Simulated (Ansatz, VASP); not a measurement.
**Two plane-wave programs on NaCl**

File INCAR:

```
SYSTEM = NaCl
PREC = Accurate ; ENCUT = 600
EDIFF = 1E-7 ; ISMEAR = 0
SIGMA = 0.02 ; LREAL = .FALSE.
LASPH = .TRUE. ; NELM = 100
ALGO = Normal ; ISIF = 3
LWAVE = .FALSE. ; LCHARG = .FALSE.
GGA = PE ; IBRION = 2
NSW = 100 ; EDIFFG = -0.01
```

Contents of KPOINTS:

```
regular mesh
0
G
  8 8 8
  0 0 0
```

File POSCAR:

```
NaCl
1.0
   -2.2193421364      2.2193421364      3.1043318560
    2.2193421364     -2.2193421364      3.1043318560
    2.2193421364      2.2193421364     -3.1043318560
Na Cl
1 1
Direct
    0.0000000000      0.0000000000      0.0000000000
    0.2500000000      0.7500000000      0.5000000000
```

Input for Ansatz:

```yaml
crystal:
  lattice:
    - [-2.2193421364, 2.2193421364, 3.104331856]
    - [2.2193421364, -2.2193421364, 3.104331856]
    - [2.2193421364, 2.2193421364, -3.104331856]
  atoms:
    - { symbol: Na, position: [0.0, 0.0, 0.0] }
    - { symbol: Cl, position: [0.25, 0.75, 0.5] }
basis:
  ecutwfc: 420
kpoints:
  mp_grid: { grid: [8, 8, 8] }
hamiltonian:
  xc: pbe
scf:
  occupations: { method: gaussian, width: 0.02 }
output:
  forces: true
  stress: true
  eigenvalues: true
  write_density: true
  write_potential: true
  elf: true
  volumetric_format: npy
relax:
  adjacent_minimum: "off"
  f_tol: 0.01
  max_steps: 80
  cell: { stress_tol: 0.05 }
```

Alike in both runs: task relaxation of cell and atoms; functional PBE; k mesh 8 × 8 × 8; occupations gaussian, width 0.02 eV; no spin polarisation.

```csv
,VASP,Ansatz
version,VASP 6.6.1,Ansatz 0.2.0
potentials or method,"VASP PAW PBE potentials, release 64 (Na_pv, Cl), cutoff 600 eV","scalar-relativistic, plane waves, PAW"
valence electrons in the cell,14,16
```

```tsv
	VASP	Ansatz	Ansatz less VASP
gap on the k mesh at the Fermi level, each at its own relaxed structure (eV)	4.84	4.84	0.000
relaxed volume (Å³/atom)	30.58	30.58	0.000
relaxed length of the cell vector where the two differ most in proportion (Å)	4.415	4.415	0.0000
```

VASP's potentials hold 14 valence electrons a cell and Ansatz's 16, so a difference there can come from the potentials and not from the codes.

Noted on VASP's run: the relaxation stopped at its first step, so nothing moved.
